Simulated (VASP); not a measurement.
Input of a VASP 6.6.1 run:

INCAR

```
ALGO = Normal
EDIFF = 1E-8
ENCUT = 520
GGA = PE
IBRION = 8
ISIF = 2
ISMEAR = 0
KPAR = 4
LASPH = True
LCHARG = False
LREAL = False
LWAVE = False
NELM = 100
NSW = 1
PREC = Accurate
SIGMA = 0.01
```

Contents of KPOINTS:

```
k-points
0
Gamma
  12 12 4
```

The input POSCAR:

```
La2LuN3
1.0
    3.6184941014      0.0000000289      0.0000000000
   -1.8092470757      3.1337078008      0.0000000000
    0.0000000000      0.0000000000      8.9384546171
La Lu N
2 1 3
Direct
    0.3333333333      0.6666666667      0.6760549952
    0.6666666667      0.3333333333      0.3239450048
    0.0000000000      0.0000000000      0.0000000000
    0.0000000000      0.0000000000      0.5000000000
    0.3333333333      0.6666666667      0.1490050532
    0.6666666667      0.3333333333      0.8509949468
```

Potentials or basis: VASP PAW PBE potentials, release 64 (La, Lu, N).

Launch:

```sh
$ cat potpaw_PBE.64/La/POTCAR potpaw_PBE.64/Lu/POTCAR potpaw_PBE.64/N/POTCAR > POTCAR
$ mpirun -np 4 vasp_std > vasp.out
```

Predict the highest phonon frequency at Γ.

493 cm⁻¹.

Estimate the most unstable mode.

161i cm⁻¹.

Phonon frequencies in cm⁻¹ (negative: imaginary):
```tsv
q point	frequencies
(0.000, 0.000, 0.000)	-161 -161 -152 -23 -23 12 76 76 121 121 193 198 220 220 289 289 486 493
```

Caveat: some modes are imaginary.
